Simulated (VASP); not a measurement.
# Si3N4 (P6_3/m) in VASP: relaxation of shape and atoms at fixed volume with PBE

Aim: the relaxation of shape and atoms at fixed volume of Si3N4 with PBE.

Everything below comes from runs of VASP 6.6.1. Logs are shortened: lines on timing, memory, paths and dates and some standing lists are left out, and cuts for length are marked.

### 1 The cell of the first run

The structure is hexagonal, space group P6_3/m (No. 176). Conventional cell: a = 7.917 Å, b = 7.917 Å, c = 3.017 Å, α = 90.00°, β = 90.00°, γ = 120.00°. Within 2.4 Å of Si (site symmetry m) lie 4 N at 1.80 Å. N (site symmetry m) has 3 Si at 1.80 Å within 2.4 Å. N (site symmetry -6) has 3 Si at 1.80 Å within 2.4 Å.

### 2 Relaxation of shape and atoms at fixed volume, PBE (11.70 Å³/atom)

INCAR

```
PREC     = Accurate       # precision mode
ENCUT    = 600            # plane-wave cutoff, eV
EDIFF    = 1E-6           # SCF threshold, eV
ISMEAR   = 0              # smearing method
SIGMA    = 0.02           # smearing width, eV
LREAL    = F              # projectors in reciprocal space
LASPH    = T              # aspherical terms in the spheres
NELM     = 60             # most SCF steps
ALGO     = Normal         # electronic algorithm
ISIF     = 4              # what is computed and relaxed
LWAVE    = F              # write WAVECAR
LCHARG   = F              # write CHGCAR
GGA      = PE             # functional
IBRION   = 2              # ionic algorithm
NSW      = 50             # ionic steps
EDIFFG   = -0.01          # ionic threshold
```

KPOINTS

```
regular mesh
0
Gamma
  6 6 8
```

POSCAR

```
Si3N4
1.0
    7.9166561705      0.0000000000      0.0000000000
   -3.9583280852      6.8560253567      0.0000000000
    0.0000000000      0.0000000000      3.0165873063
Si N
6 8
Direct
    0.7716851186      0.1776954527      0.2500000000
    0.5939896659      0.7716851186      0.7500000000
    0.8223045473      0.5939896659      0.2500000000
    0.2283148814      0.8223045473      0.7500000000
    0.4060103341      0.2283148814      0.2500000000
    0.1776954527      0.4060103341      0.7500000000
    0.0334469702      0.3306487369      0.2500000000
    0.7027982333      0.0334469702      0.7500000000
    0.6693512631      0.7027982333      0.2500000000
    0.9665530298      0.6693512631      0.7500000000
    0.2972017667      0.9665530298      0.2500000000
    0.3306487369      0.2972017667      0.7500000000
    0.6666666667      0.3333333333      0.2500000000
    0.3333333333      0.6666666667      0.7500000000
```

Potentials or basis: VASP PAW PBE potentials, release 64 (Si, N).

Started as:

```sh
cat potpaw_PBE.64/Si/POTCAR potpaw_PBE.64/N/POTCAR > POTCAR
mpirun -np 1 vasp_std > vasp.out
```

OUTCAR:

```text
PREC = Accurate
   ENCUT = 600
   EDIFF = 1E-6
   ISMEAR = 0
   LREAL = F
   LASPH = T
   NELM = 60
   ISIF = 4
   GGA = PE
   IBRION = 2
   NSW = 50
   EDIFFG = -0.01

 ion  position               nearest neighbor table
   1  0.772  0.178  0.250-  13 1.80   7 1.80   8 1.80   8 1.80   5 3.11   3 3.11
   2  0.594  0.772  0.750-  14 1.80   8 1.80   9 1.80   9 1.80   4 3.11   6 3.11
   3  0.822  0.594  0.250-  13 1.80   9 1.80  10 1.80  10 1.80   1 3.11   5 3.11
   4  0.228  0.822  0.750-  14 1.80  10 1.80  11 1.80  11 1.80   2 3.11   6 3.11
   5  0.406  0.228  0.250-  13 1.80  11 1.80  12 1.80  12 1.80   1 3.11   3 3.11
   6  0.178  0.406  0.750-  14 1.80  12 1.80   7 1.80   7 1.80   4 3.11   2 3.11
   7  0.033  0.331  0.250-   1 1.80   6 1.80   6 1.80
   8  0.703  0.033  0.750-   2 1.80   1 1.80   1 1.80
   9  0.669  0.703  0.250-   3 1.80   2 1.80   2 1.80
  10  0.967  0.669  0.750-   4 1.80   3 1.80   3 1.80
  11  0.297  0.967  0.250-   5 1.80   4 1.80   4 1.80
  12  0.331  0.297  0.750-   6 1.80   5 1.80   5 1.80
  13  0.667  0.333  0.250-   1 1.80   3 1.80   5 1.80
  14  0.333  0.667  0.750-   4 1.80   6 1.80   2 1.80

  LATTYP: Found a hexagonal cell.
 ALAT       =     7.9166561705
 C/A-ratio  =     0.3810431123

  Lattice vectors:

 A1 = (   7.9166561705,   0.0000000000,   0.0000000000)
 A2 = (  -3.9583280852,   6.8560253567,   0.0000000000)
 A3 = (   0.0000000000,   0.0000000000,   3.0165873063)

Analysis of symmetry for initial positions (statically):
=====================================================================
 Subroutine PRICEL returns:
 Original cell was already a primitive cell.

 Routine SETGRP: Setting up the symmetry group for a
 hexagonal supercell.

 Subroutine GETGRP returns: Found 12 space group operations
 (whereof  6 operations were pure point group operations)
 out of a pool of 24 trial point group operations.

The static configuration has the point symmetry S_6 .
 The point group associated with its full space group is C_6h.

Analysis of symmetry for dynamics (positions and initial velocities):
=====================================================================
 Subroutine PRICEL returns:
 Original cell was already a primitive cell.

 Routine SETGRP: Setting up the symmetry group for a
 hexagonal supercell.

 Subroutine GETGRP returns: Found 12 space group operations
 (whereof  6 operations were pure point group operations)
 out of a pool of 24 trial point group operations.

The dynamic configuration has the point symmetry S_6 .
 The point group associated with its full space group is C_6h.

 Subroutine INISYM returns: Found 12 space group operations
 (whereof  6 operations are pure point group operations),
 and found     1 'primitive' translations

----------------------------------------------------------------------------------------

                                     Primitive cell

  volume of cell :     163.7307

  direct lattice vectors                    reciprocal lattice vectors
     7.916656170  0.000000000  0.000000000     0.126315957  0.072928552  0.000000000
    -3.958328085  6.856025357  0.000000000     0.000000000  0.145857103  0.000000000
     0.000000000  0.000000000  3.016587306     0.000000000  0.000000000  0.331500434

  length of vectors
     7.916656170  7.916656170  3.016587306     0.145857103  0.145857103  0.331500434

  position of ions in fractional coordinates (direct lattice)
     0.771685119  0.177695453  0.250000000
     0.593989666  0.771685119  0.750000000
     0.822304547  0.593989666  0.250000000
     0.228314881  0.822304547  0.750000000
     0.406010334  0.228314881  0.250000000
     0.177695453  0.406010334  0.750000000
     0.033446970  0.330648737  0.250000000
     0.702798233  0.033446970  0.750000000
     0.669351263  0.702798233  0.250000000
     0.966553030  0.669351263  0.750000000
     0.297201767  0.966553030  0.250000000
     0.330648737  0.297201767  0.750000000
     0.666666667  0.333333333  0.250000000
     0.333333333  0.666666667  0.750000000

  ion indices of the primitive-cell ions
   primitive index   ion index
                 1           1
                 2           2
                 3           3
                 4           4
                 5           5
                 6           6
                 7           7
                 8           8
                 9           9
                10          10
                11          11
                12          12
                13          13
                14          14

----------------------------------------------------------------------------------------

 KPOINTS: regular mesh

Automatic generation of k-mesh.
 Grid dimensions read from file:
 generate k-points for:    6    6    8

 Generating k-lattice:

  Cartesian coordinates                     Fractional coordinates (reciprocal lattice)
     0.021052659  0.012154759  0.000000000     0.166666667  0.000000000  0.000000000
     0.000000000  0.024309517  0.000000000     0.000000000  0.166666667  0.000000000
     0.000000000  0.000000000  0.041437554     0.000000000  0.000000000  0.125000000

  Length of vectors
     0.024309517  0.024309517  0.041437554

  Shift w.r.t. Gamma in fractional coordinates (k-lattice)
     0.000000000  0.000000000  0.000000000

 Subroutine IBZKPT returns following result:
 ===========================================

 Found     40 irreducible k-points:

 Following reciprocal coordinates:
            Coordinates               Weight
  0.000000  0.000000  0.000000      1.000000
  0.166667  0.000000  0.000000      6.000000
  0.333333 -0.000000  0.000000      6.000000
  0.500000 -0.000000  0.000000      3.000000
  0.166667  0.166667  0.000000      6.000000
  0.333333  0.166667  0.000000      6.000000
[... 16 lines left out ...]
 -0.333333  0.500000 -0.250000     12.000000
  0.333333  0.333333  0.250000      4.000000
 [... further k-points ...]
   k-points           NKPTS =     40   k-points in BZ     NKDIM =     40   number of bands    NBANDS=     40
   number of dos      NEDOS =    301   number of ions     NIONS =     14
   total plane-waves  NPLWV =  98304
   dimension x,y,z NGX =    64 NGY =   64 NGZ =   24
   dimension x,y,z NGXF=   128 NGYF=  128 NGZF=   48
   ions per type =               6   8
   NGX,Y,Z   is equivalent  to a cutoff of  13.44, 13.44, 13.23 a.u.
   NGXF,Y,Z  is equivalent  to a cutoff of  26.88, 26.88, 26.45 a.u.
 SYSTEM =  unknown system
   PREC   = accura    normal or accurate (medium, high low for compatibility)
   ISTART =      0    job   : 0-new  1-cont  2-samecut
   ICHARG =      2    charge: 1-file 2-atom 10-const
   ISPIN  =      1    spin polarized calculation?
   LNONCOLLINEAR =      F non collinear calculations
   LSORBIT =      F    spin-orbit coupling
   LASPH  =      T    aspherical Exc in radial PAW
   ENCUT  =  600.0 eV  44.10 Ry    6.64 a.u.  15.81 15.81  6.02*2*pi/ulx,y,z
   NELM   =     60;   NELMIN=  2; NELMDL= -5     # of ELM steps
   EDIFF  = 0.1E-05   stopping-criterion for ELM
   LREAL  =      F    real-space projection
   EDIFFG = -.1E-01   stopping-criterion for IOM
   NSW    =     50    number of steps for IOM
   IBRION =      2    ionic relax: 0-MD 1-quasi-New 2-CG
   NFREE  =      1    steps in history (QN), initial steepest desc. (CG)
   ISIF   =      4    stress and relaxation
   ISYM   =      2    0-nonsym 1-usesym 2-fastsym
   POTIM  = 0.5000    time-step for ionic-motion
   TEBEG  =    0.0;   TEEND  =   0.0 temperature during run
   PSTRESS=    0.0 pullay stress
   NELECT =      64.0000    total number of electrons
   NUPDOWN=      -1.0000    fix difference up-down
   EMIN   =  10.00;   EMAX   =-10.00  energy-range for DOS
   EFERMI =   0.00;   METHOD = LEGACY
   ISMEAR =     0;   SIGMA  =   0.02  broadening in eV -4-tet -1-fermi 0-gaus
   EFERMI_NEDOS =   21; number of points for ismear=-14 and -15
   IALGO  =     38    algorithm
   IMIX   =      4    mixing-type and parameters
     AMIX     =   0.40;   BMIX     =  1.00
     AMIX_MAG =   1.60;   BMIX_MAG =  1.00
  volume/ion in A,a.u.               =      11.70        78.92
  Fermi-wavevector in a.u.,A,eV,Ry     =   1.196993  2.261988 19.494308  1.432791
  Thomas-Fermi vector in A             =   2.332919
   LORBIT       =      0    0 simple, 1 ext, 2 COOP (PROOUT), +10 PAW based schemes
   GGA     = PE    functional components
   LHFCALC =     F    Hartree Fock is set to
   AEXX    =    0.0000 exact exchange contribution
   IVDW    =     0    specifies the selected vdW correction
   LEPSILON=     F    determine dielectric tensor
   LRPA    =     F    only Hartree local field effects (RPA)
 conjugate gradient relaxation of ions
 non-spin polarized calculation
 Gauss-broadening in eV      SIGMA  =   0.02
  energy-cutoff  :      600.00
  volume of cell :      163.73
 maximum number of plane-waves:      5512
   NGX = 31   NGY = 31   NGZ = 13

--------------------------------------- Ionic step        1  -------------------------------------------

 number of electron      64.0000008 magnetization

 Free energy of the ion-electron system (eV)
  ---------------------------------------------------
  ext. energy  EPLUGINS =         0.00000000
  ---------------------------------------------------
  free energy    TOTEN  =      -113.61162020 eV

  energy without entropy =     -113.61162020  energy(sigma->0) =     -113.61162020

------------------------ aborting loop because EDIFF is reached ----------------------------------------

  FORCE on cell =-STRESS in cart. coord.  units (eV):
  Direction    XX          YY          ZZ          XY          YZ          ZX
  --------------------------------------------------------------------------------------
  -------------------------------------------------------------------------------------
  Total      -19.2095511    -19.2095511    -19.7495835     -0.0000001      0.0000000      0.0000000
  in kB     -187.9739644   -187.9739644   -193.2584205     -0.0000007      0.0000000      0.0000000
  external PRESSURE =    -189.7354498 kB  Pullay stress =       0.0000000 kB
[... 321 lines left out ...]
  energy  without entropy=     -113.6153416716  energy(sigma->0) =     -113.61534167

--------------------------------------- Ionic step        8  -------------------------------------------

 number of electron      64.0000003 magnetization

 Free energy of the ion-electron system (eV)
  ---------------------------------------------------
  ext. energy  EPLUGINS =         0.00000000
  ---------------------------------------------------
  free energy    TOTEN  =      -113.61539579 eV

  energy without entropy =     -113.61539579  energy(sigma->0) =     -113.61539579

 E-fermi :   5.7136     XC(G=0): -10.2887

 val. band max:        5.5676836996   @ k =   0.0000   0.0000   0.1250
 cond. band min:       9.1984488761   @ k =   0.0000   0.0000   0.0000
 fundamental gap:      3.6307651765
 Fermi energy:         5.7135746183

 k-point     1 :       0.0000    0.0000    0.0000
  band No.  band energies     occupation
      1     -11.8126      2.00000
      2     -10.5731      2.00000
      3     -10.5731      2.00000
      4      -9.9848      2.00000
      5      -9.8213      2.00000
      6      -9.8213      2.00000
[... 1021 lines left out ...]
     39      12.3542      0.00000
     40      12.6933      0.00000

 [... further k-points ...]

------------------------ aborting loop because EDIFF is reached ----------------------------------------

  FORCE on cell =-STRESS in cart. coord.  units (eV):
  Direction    XX          YY          ZZ          XY          YZ          ZX
  --------------------------------------------------------------------------------------
  -------------------------------------------------------------------------------------
  Total      -19.2213213    -19.2213213    -19.2143727     -0.0000001      0.0000000      0.0000000
  in kB     -188.0891414   -188.0891414   -188.0211457     -0.0000010      0.0000000      0.0000000
  external PRESSURE =    -188.0664761 kB  Pullay stress =       0.0000000 kB
[... 29 lines left out ...]
  FREE ENERGIE OF THE ION-ELECTRON SYSTEM (eV)
  ---------------------------------------------------
  free  energy   TOTEN  =      -113.6153957924 eV

  energy  without entropy=     -113.6153957924  energy(sigma->0) =     -113.61539579

 reached required accuracy - stopping structural energy minimisation
```

Run time: 26 min. Hardware: 1 thread of Oxide Virtual Turin-like, shared host; peak memory 0.42 GiB.

Results:

| Property | Result |
| --- | --- |
| Free energy | -113.6154 eV |
| Energy gained by relaxing | 0.3 meV/atom |
| Ionic steps | 8 |
| Pressure after relaxing | -18.8 GPa |
| Band gap on the k mesh | 3.63 eV (least direct gap 3.78 eV) |

The path:
| step | energy change (eV) | largest force (eV/Å) | pressure (GPa) | volume (Å³) |
| --- | --- | --- | --- | --- |
| 1 | 0.0000 | 0.0547 | -18.97 | 163.73 |
| 2 | -0.0012 | 0.0579 | -18.92 | 163.73 |
| 3 | -0.0012 | 0.0648 | -18.91 | 163.73 |
| 4 | -0.0021 | 0.0400 | -18.89 | 163.73 |
| 5 | -0.0027 | 0.0556 | -18.85 | 163.73 |
| 6 | -0.0034 | 0.0317 | -18.83 | 163.73 |
| 7 | -0.0037 | 0.0170 | -18.81 | 163.73 |
| 8 | -0.0038 | 0.0019 | -18.81 | 163.73 |

Final structure:
```yaml
crystal:
  lattice:
    - [7.91925, 0.00000, 0.00000]
    - [-3.95963, 6.85827, 0.00000]
    - [0.00000, 0.00000, 3.01461]
  atoms:
    - { symbol: Si, position: [0.77353, 0.17937, 0.25000] }
    - { symbol: Si, position: [0.59416, 0.77353, 0.75000] }
    - { symbol: Si, position: [0.82063, 0.59416, 0.25000] }
    - { symbol: Si, position: [0.22647, 0.82063, 0.75000] }
    - { symbol: Si, position: [0.40584, 0.22647, 0.25000] }
    - { symbol: Si, position: [0.17937, 0.40584, 0.75000] }
    - { symbol: N, position: [0.03520, 0.33092, 0.25000] }
    - { symbol: N, position: [0.70428, 0.03520, 0.75000] }
    - { symbol: N, position: [0.66908, 0.70428, 0.25000] }
    - { symbol: N, position: [0.96480, 0.66908, 0.75000] }
    - { symbol: N, position: [0.29572, 0.96480, 0.25000] }
    - { symbol: N, position: [0.33092, 0.29572, 0.75000] }
    - { symbol: N, position: [0.66667, 0.33333, 0.25000] }
    - { symbol: N, position: [0.33333, 0.66667, 0.75000] }
```

A k mesh can miss the band edges.
